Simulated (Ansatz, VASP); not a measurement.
**KBr: VASP beside Ansatz**

Contents of POSCAR:

```
KBr
1.0
    0.0000000000      3.2925000000      3.2925000000
    3.2925000000      0.0000000000      3.2925000000
    3.2925000000      3.2925000000      0.0000000000
K Br
1 1
Direct
    0.0000000000      0.0000000000      0.0000000000
    0.4328866001      0.5000000000      0.5000000000
```

File INCAR.step1:

```
SYSTEM = KBr
PREC = Accurate
ENCUT = 520
ISMEAR = 0
SIGMA = 0.05
LREAL = .FALSE.
LASPH = .TRUE.
NELM = 80
NBANDS = 15
GGA = PE
ALGO = Normal
EDIFF = 1E-4
LWAVE = .TRUE.
LCHARG = .FALSE.
```

INCAR.step2

```
SYSTEM = KBr
PREC = Accurate
ENCUT = 520
EDIFF = 1E-6
ISMEAR = 0
SIGMA = 0.05
LREAL = .FALSE.
LASPH = .TRUE.
NELM = 80
ALGO = Normal
ISIF = 2
LWAVE = .FALSE.
LCHARG = .FALSE.
METAGGA = R2SCAN
LMIXTAU = .TRUE.
NBANDS = 15
ISTART = 1
```

KPOINTS

```
Automatic mesh
0
G
  6 6 6
  0 0 0
```

Input for Ansatz:

```yaml
crystal:
  lattice:
    - [0.0, 3.2925, 3.2925]
    - [3.2925, 0.0, 3.2925]
    - [3.2925, 3.2925, 0.0]
  atoms:
    - { symbol: K, position: [0.0, 0.0, 0.0] }
    - { symbol: Br, position: [0.4328866001, 0.5, 0.5] }
basis:
  ecutwfc: 500
kpoints:
  mp_grid: { grid: [6, 6, 6] }
hamiltonian:
  xc: r2scan
scf:
  occupations: { method: gaussian, width: 0.05 }
output:
  forces: true
  stress: true
  eigenvalues: true
```

Change from the starting cell: all Br atoms moved +0.312 Å, as atom 2 towards its neighbour atom 2 (Br) at 4.656 Å.

Alike in both runs: task single point; functional r2SCAN; k mesh 6 × 6 × 6; occupations gaussian, width 0.05 eV; no spin polarisation.

|  | VASP | Ansatz |
| --- | --- | --- |
| version | VASP 6.6.1 | Ansatz 0.2.0 |
| potentials or method | VASP PAW PBE potentials, release 64 (K_sv, Br), cutoff 520 eV | scalar-relativistic, plane waves, PAW |
| valence electrons in the cell | 16 | 16 |

VASP gave:

```
gap on the k mesh at the Fermi level (eV)                     : 5.12
least direct gap on the mesh (eV)                             : 5.12
pressure (GPa)                                                : 0.8
traceless stress, the component that is largest in VASP (GPa) : -0.75
rms of the force components (eV/Å)                            : 0.265
```

**Question.** What did Ansatz give for the same quantities?

**Answer.** gap on the k mesh at the Fermi level (eV): 5.12; least direct gap on the mesh (eV): 5.12; pressure (GPa): 0.8; traceless stress, the component that is largest in VASP (GPa): -0.74; rms of the force components (eV/Å): 0.262.

VASP's potentials were made for PBE, not for r2SCAN. Atom by atom the forces differ by 0.003 eV/Å (rms over components).
